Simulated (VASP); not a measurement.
# GaCuC4N4 (P-43m) in VASP: single point with PBE

Aim: the single point of GaCuC4N4 with PBE.

Program: VASP 6.6.1. These are calculated values, not measurements. Logs are shortened: lines on timing, memory, paths and dates and some standing lists are left out, and cuts for length are marked.

### Step 1. The cell of the first run

It takes space group P-43m (No. 215, cubic). The conventional cell has a = 5.863 Å, b = 5.863 Å, c = 5.863 Å, α = 90.00°, β = 90.00°, γ = 90.00°. Ga (site symmetry -43m) has 4 C at 1.97 Å within 2.6 Å. Within 2.6 Å of Cu (site symmetry -43m) lie 4 N at 1.95 Å. Within 1.6 Å of C (site symmetry 3m) lie 1 N at 1.16 Å. Within 1.6 Å of N (site symmetry 3m) lie 1 C at 1.16 Å.

### Step 2. Single point, PBE, collinear spin

File INCAR:

```
SYSTEM = GaCuC4N4
ALGO     = Normal         ! electronic algorithm
EDIFF    = 1E-6           ! SCF threshold, eV
ENCUT    = 520            ! plane-wave cutoff, eV
GGA      = PE             ! functional
ISIF     = 2              ! what is computed and relaxed
ISMEAR   = 0              ! smearing method
ISPIN    = 2              ! spin polarisation
LASPH    = .TRUE.         ! aspherical terms in the spheres
LCHARG   = .TRUE.         ! write CHGCAR
LELF     = .TRUE.         ! ELF
LMAXMIX  = 4              ! l up to which the mixer works
LORBIT   = 11             ! projections on sites
LREAL    = .FALSE.        ! projectors in reciprocal space
LVHAR    = .TRUE.       
LWAVE    = .FALSE.        ! write WAVECAR
MAGMOM   = 0 1 0 0 0 0 0 0 0 0 ! initial moments
NBANDS   = 45             ! bands
NELM     = 150            ! most SCF steps
PREC     = Accurate       ! precision mode
SIGMA    = 0.1            ! smearing width, eV
```

File KPOINTS:

```
k-points
0
G
  4 4 4
  0 0 0
```

File POSCAR:

```
GaCuC4N4
1.0
    5.8628444780      0.0000000000      0.0000000000
    0.0000000000      5.8628444780      0.0000000000
    0.0000000000      0.0000000000      5.8628444780
Ga Cu C N
1 1 4 4
Direct
    0.0000000000      0.0000000000      0.0000000000
    0.5000000000      0.5000000000      0.5000000000
    0.1935748621      0.1935748621      0.1935748621
    0.1935748621      0.8064251379      0.8064251379
    0.8064251379      0.1935748621      0.8064251379
    0.8064251379      0.8064251379      0.1935748621
    0.3080536852      0.3080536852      0.3080536852
    0.3080536852      0.6919463148      0.6919463148
    0.6919463148      0.3080536852      0.6919463148
    0.6919463148      0.6919463148      0.3080536852
```

Potentials or basis: VASP PAW PBE potentials, release 64 (Ga_d, Cu, C, N).

Launch:

```bash
$ cat potpaw_PBE.64/Ga_d/POTCAR potpaw_PBE.64/Cu/POTCAR potpaw_PBE.64/C/POTCAR potpaw_PBE.64/N/POTCAR > POTCAR
$ mpirun -np 1 vasp_std > vasp.out
```

OUTCAR:

```text
SYSTEM = GaCuC4N4
   EDIFF = 1E-6
   ENCUT = 520
   GGA = PE
   ISIF = 2
   ISMEAR = 0
   ISPIN = 2
   LASPH = .TRUE.
   LORBIT = 11
   LREAL = .FALSE.
   NELM = 150
   PREC = Accurate

 ion  position               nearest neighbor table
   1  0.000  0.000  0.000-   3 1.97   4 1.97   5 1.97   6 1.97
   2  0.500  0.500  0.500-   7 1.95   8 1.95   9 1.95  10 1.95
   3  0.194  0.194  0.194-   7 1.16   1 1.97
   4  0.194  0.806  0.806-   8 1.16   1 1.97
   5  0.806  0.194  0.806-   9 1.16   1 1.97
   6  0.806  0.806  0.194-  10 1.16   1 1.97
   7  0.308  0.308  0.308-   3 1.16   2 1.95
   8  0.308  0.692  0.692-   4 1.16   2 1.95
   9  0.692  0.308  0.692-   5 1.16   2 1.95
  10  0.692  0.692  0.308-   6 1.16   2 1.95

  LATTYP: Found a simple cubic cell.
 ALAT       =     5.8628444780

  Lattice vectors:

 A1 = (   5.8628444780,   0.0000000000,   0.0000000000)
 A2 = (   0.0000000000,   5.8628444780,   0.0000000000)
 A3 = (   0.0000000000,   0.0000000000,   5.8628444780)

Analysis of symmetry for initial positions (statically):
=====================================================================
 Subroutine PRICEL returns:
 Original cell was already a primitive cell.

 Routine SETGRP: Setting up the symmetry group for a
 simple cubic supercell.

 Subroutine GETGRP returns: Found 24 space group operations
 (whereof 24 operations were pure point group operations)
 out of a pool of 48 trial point group operations.

The static configuration has the point symmetry T_d .

Analysis of symmetry for dynamics (positions and initial velocities):
=====================================================================
 Subroutine PRICEL returns:
 Original cell was already a primitive cell.

 Routine SETGRP: Setting up the symmetry group for a
 simple cubic supercell.

 Subroutine GETGRP returns: Found 24 space group operations
 (whereof 24 operations were pure point group operations)
 out of a pool of 48 trial point group operations.

The dynamic configuration has the point symmetry T_d .

Analysis of structural, dynamic, and magnetic symmetry:
=====================================================================
 Subroutine PRICEL returns:
 Original cell was already a primitive cell.

 Routine SETGRP: Setting up the symmetry group for a
 simple cubic supercell.

 Subroutine GETGRP returns: Found 24 space group operations
 (whereof 24 operations were pure point group operations)
[... 151 lines left out ...]

  energy without entropy =      -73.66530482  energy(sigma->0) =      -73.66530482

 E-fermi :  -0.4235     XC(G=0):  -7.2004

 val. band max:       -0.8711911226   @ k =   0.5000   0.5000   0.0000
 cond. band min:       2.2991899789   @ k =   0.2500   0.2500   0.2500
 fundamental gap:      3.1703811015
 Fermi energy:        -0.4235237519

 spin component 1

 k-point     1 :       0.0000    0.0000    0.0000
  band No.  band energies     occupation
      1     -18.7028      1.00000
      2     -18.5728      1.00000
      3     -18.5728      1.00000
      4     -18.5728      1.00000
      5     -15.8826      1.00000
      6     -15.8826      1.00000
[... 439 lines left out ...]
     41       6.4104      0.00000
     42       6.4104      0.00000
 Fermi energy:        -0.4235237519

 spin component 2

 k-point     1 :       0.0000    0.0000    0.0000
  band No.  band energies     occupation
      1     -18.7028      1.00000
      2     -18.5728      1.00000
      3     -18.5728      1.00000
      4     -18.5728      1.00000
      5     -15.8826      1.00000
      6     -15.8826      1.00000
[... 439 lines left out ...]
     41       6.4104      0.00000
     42       6.4104      0.00000
 [bands above 42 left out]

------------------------ aborting loop because EDIFF is reached ----------------------------------------

  FORCE on cell =-STRESS in cart. coord.  units (eV):
  Direction    XX          YY          ZZ          XY          YZ          ZX
  --------------------------------------------------------------------------------------
  -------------------------------------------------------------------------------------
  Total        0.6365280      0.6365280      0.6365280     -0.0000000     -0.0000000      0.0000000
  in kB        5.0606114      5.0606114      5.0606114     -0.0000000     -0.0000000      0.0000000
  external PRESSURE =       5.0606114 kB  Pullay stress =       0.0000000 kB

 VOLUME and BASIS-vectors are now :
 -----------------------------------------------------------------------------
  energy-cutoff  :      520.00
  volume of cell :      201.52
      direct lattice vectors                 reciprocal lattice vectors
     5.862844478  0.000000000  0.000000000     0.170565671  0.000000000  0.000000000
     0.000000000  5.862844478  0.000000000     0.000000000  0.170565671  0.000000000
     0.000000000  0.000000000  5.862844478     0.000000000  0.000000000  0.170565671

 POSITION                                       TOTAL-FORCE (eV/Angst)
 -----------------------------------------------------------------------------------
      0.00000      0.00000      0.00000        -0.000000      0.000000      0.000000
      2.93142      2.93142      2.93142        -0.000000      0.000000      0.000000
      1.13490      1.13490      1.13490        -0.252502     -0.252502     -0.252502
      1.13490      4.72795      4.72795        -0.252502      0.252502      0.252502
      4.72795      1.13490      4.72795         0.252502     -0.252502      0.252502
      4.72795      4.72795      1.13490         0.252502      0.252502     -0.252502
      1.80607      1.80607      1.80607         0.250862      0.250862      0.250862
      1.80607      4.05677      4.05677         0.250862     -0.250862     -0.250862
      4.05677      1.80607      4.05677        -0.250862      0.250862     -0.250862
      4.05677      4.05677      1.80607        -0.250862     -0.250862      0.250862
 -----------------------------------------------------------------------------------
    total drift:                                0.000000      0.000000     -0.000000

  FREE ENERGIE OF THE ION-ELECTRON SYSTEM (eV)
  ---------------------------------------------------
  free  energy   TOTEN  =       -73.6653048208 eV

  energy  without entropy=      -73.6653048208  energy(sigma->0) =      -73.66530482

 total charge

# of ion       s       p       d       tot
------------------------------------------
    1        0.769   0.978  10.103  11.850
    2        0.336   0.463   9.216  10.014
    3        0.942   1.695   0.000   2.637
    4        0.942   1.695   0.000   2.637
    5        0.942   1.695   0.000   2.637
    6        0.942   1.695   0.000   2.637
    7        1.310   2.550   0.000   3.860
    8        1.310   2.550   0.000   3.860
    9        1.310   2.550   0.000   3.860
   10        1.310   2.550   0.000   3.860
--------------------------------------------------
tot         10.113  18.419  19.319  47.851

 magnetization (x)

# of ion       s       p       d       tot
------------------------------------------
    1        0.000   0.000  -0.000   0.000
    2        0.000  -0.000  -0.000  -0.000
    3       -0.000  -0.000   0.000  -0.000
    4       -0.000  -0.000   0.000  -0.000
    5       -0.000  -0.000   0.000  -0.000
    6       -0.000  -0.000   0.000  -0.000
    7       -0.000   0.000   0.000   0.000
    8       -0.000   0.000   0.000   0.000
    9       -0.000   0.000   0.000   0.000
   10       -0.000   0.000   0.000   0.000
--------------------------------------------------
tot         -0.000  -0.000  -0.000  -0.000
```

OSZICAR:

```text
N       E                     dE             d eps       ncg     rms          rms(c)
DAV:   1     0.603271496043E+03    0.60327E+03   -0.25484E+04  1955   0.142E+03
DAV:   2     0.316482558055E+02   -0.57162E+03   -0.51344E+03  1993   0.413E+02
DAV:   3    -0.766170170401E+02   -0.10827E+03   -0.10491E+03  2377   0.165E+02
DAV:   4    -0.844819591658E+02   -0.78649E+01   -0.76806E+01  2438   0.500E+01
[... 10 lines left out ...]
DAV:  15    -0.736652789627E+02    0.11014E-03   -0.93532E-04  2740   0.334E-01    0.342E-02
DAV:  16    -0.736653047571E+02   -0.25794E-04   -0.14127E-04  2373   0.574E-02    0.162E-02
DAV:  17    -0.736653059992E+02   -0.12421E-05   -0.74945E-06  2392   0.201E-02    0.107E-02
DAV:  18    -0.736653045516E+02    0.14476E-05   -0.68617E-06  1924   0.358E-02    0.213E-03
DAV:  19    -0.736653048208E+02   -0.26920E-06   -0.12010E-06  1446   0.658E-03
   1 F= -.73665305E+02 E0= -.73665305E+02  d E =-.207402E-10  mag=    -0.0000
```

stdout:

```text
POSCAR found type information on POSCAR GaCuC N
 POSCAR found :  4 types and      10 ions
 scaLAPACK will be used
 LDA part: xc-table for (Slater+PW92), standard interpolation
 POSCAR, INCAR and KPOINTS ok, starting setup
 FFT: planning ... GRIDC
 FFT: planning ... GRID_SOFT
 FFT: planning ... GRID
 WAVECAR not read
 entering main loop
```

Wall time 7.7 min (1 thread of Intel Xeon 8259CL, shared host); peak memory 0.5 GiB.

Results:

| Item | Value |
| --- | --- |
| Free energy | -73.6653 eV |
| Pressure | 0.5 GPa |
| Largest force | 0.437 eV/Å |
| Band gap on the k mesh | 3.17 eV (least direct gap 3.24 eV) |
| Net moment | 0.00 μB per cell |
| Valence electrons inside the program's atomic spheres | Ga 11.85; Cu 10.01; C 2.64; N 3.86 |

Forces on the atoms (eV/Å):
```
Ga   0.000  0.000  0.000
Cu   0.000  0.000  0.000
C   -0.253 -0.253 -0.253
C   -0.253  0.253  0.253
C    0.253 -0.253  0.253
C    0.253  0.253 -0.253
N    0.251  0.251  0.251
N    0.251 -0.251 -0.251
N   -0.251  0.251 -0.251
N   -0.251 -0.251  0.251
```
